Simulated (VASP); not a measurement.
Set up this calculation in VASP 6.6.1, as the native input.

| Property | Result |
| --- | --- |
| Task | single point |
| Functional | LDA |
| Potentials or basis | VASP PAW LDA potentials, release 64 (Sn_d, Se) |
| Cutoff | 520 eV |
| k mesh | 8 × 8 × 8 |
| Occupations | gaussian, width 0.05 eV |
| Spin | no spin polarisation |
| Dipole correction | no |
| Further INCAR settings | ALGO = Normal; EDIFF = 1e-07; NBANDS = 17 |

The structure of SnSe lies in POSCAR:

```
SnSe
1.0
    0.0000000000      3.0100000000      3.0100000000
    3.0100000000      0.0000000000      3.0100000000
    3.0100000000      3.0100000000      0.0000000000
Sn Se
1 1
Direct
   -0.0176189397      0.0000000000      0.0000000000
    0.5000000000      0.5000000000      0.5000000000
```

This cell differs from its parent crystal: all Sn atoms moved +0.075 Å, as atom 1 towards its neighbour atom 1 (Sn) at 4.257 Å.

The input as run:

INCAR

```
SYSTEM = SnSe
ALGO     = Normal         ! electronic algorithm
EDIFF    = 1E-7           ! SCF threshold, eV
ENCUT    = 520            ! plane-wave cutoff, eV
GGA      = CA             ! functional
ISIF     = 2              ! what is computed and relaxed
ISMEAR   = 0              ! smearing method
LASPH    = .TRUE.         ! aspherical terms in the spheres
LCHARG   = .FALSE.        ! write CHGCAR
LREAL    = .FALSE.        ! projectors in reciprocal space
LWAVE    = .FALSE.        ! write WAVECAR
NBANDS   = 17             ! bands
NELM     = 80             ! most SCF steps
PREC     = Accurate       ! precision mode
SIGMA    = 0.05           ! smearing width, eV
```

KPOINTS

```
k-points
0
G
  8 8 8
  0 0 0
```

Potentials or basis: VASP PAW LDA potentials, release 64 (Sn_d, Se).

Run with:

```console
$ cat potpaw_LDA.64/Sn_d/POTCAR potpaw_LDA.64/Se/POTCAR > POTCAR
$ mpirun -np 1 vasp_std > vasp.out
```

It gave:

| Item | Value |
| --- | --- |
| Pressure | -3.2 GPa |
| Largest force | 0.012 eV/Å |
| Band gap on the k mesh | 0.62 eV, direct |

Caveat: the cell differs from its parent crystal (all Sn atoms moved +0.075 Å, as atom 1 towards its neighbour atom 1 (Sn) at 4.257 Å); spin-orbit coupling is left out, which moves the levels of the heavy elements.

Run time: 64 s on 1 thread of Intel(R) Xeon(R) Platinum 8259CL CPU @ 2.50GHz (Skylake/Cascade Lake), on a shared host, peak memory 0.21 GiB.
